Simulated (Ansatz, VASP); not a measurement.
Hf in VASP and in Ansatz

INCAR

```
  PREC = Accurate
  ENCUT = 520
  EDIFF = 1E-7
  ISMEAR = -1
  SIGMA = 0.1
  LREAL = F
  LASPH = T
  NELM = 100
  ALGO = Normal
  ISIF = 2
  LWAVE = F
  LCHARG = F
  GGA = PE
  NBANDS = 17
```

KPOINTS

```
regular mesh
0
Gamma
  12 12 7
```

The input POSCAR:

```
Hf
1.0
    1.6016142152     -2.7740771949      0.0000000000
    1.6016142152      2.7740771949      0.0000000000
    0.0000000000      0.0000000000      5.0729617536
Hf
2
Direct
    0.6666666670      0.3333333330      0.2500000000
    0.3333333330      0.6666666670      0.7500000000
```

Input for Ansatz:

```yaml
crystal:
  lattice:
    - [1.6016142152, -2.7740771949, 0.0]
    - [1.6016142152, 2.7740771949, 0.0]
    - [0.0, 0.0, 5.0729617536]
  atoms:
    - { symbol: Hf, position: [0.666666667, 0.333333333, 0.25] }
    - { symbol: Hf, position: [0.333333333, 0.666666667, 0.75] }
kpoints:
  mp_grid: { grid: [12, 12, 7] }
scf:
  occupations: { method: fermi_dirac, width: 0.1 }
hamiltonian:
  xc: pbe
  pseudopotentials: { kind: all_electron, lapw: { basis_error: 0.001 } }
output:
  forces: true
  stress: true
  eigenvalues: true
```

Alike in both runs: task single point; functional PBE; k mesh 12 × 12 × 7; occupations fermi-dirac, width 0.1 eV; no spin polarisation.

|  | VASP | Ansatz |
| --- | --- | --- |
| version | VASP 6.6.1 | Ansatz 0.2.0 |
| potentials or method | VASP PAW PBE potentials, release 64 (Hf_pv), cutoff 520 eV | all-electron LAPW, scalar-relativistic |

Ansatz gave:

- pressure (GPa): 0.1
- traceless stress, the component that is largest in VASP (GPa): -0.01

**Question.** Which values does VASP return?

**Answer.** Pressure (GPa): -0.4; traceless stress, the component that is largest in VASP (GPa): -0.08.

Ansatz ran all-electron here, and VASP with PAW potentials.

Neither program's run includes spin-orbit coupling.
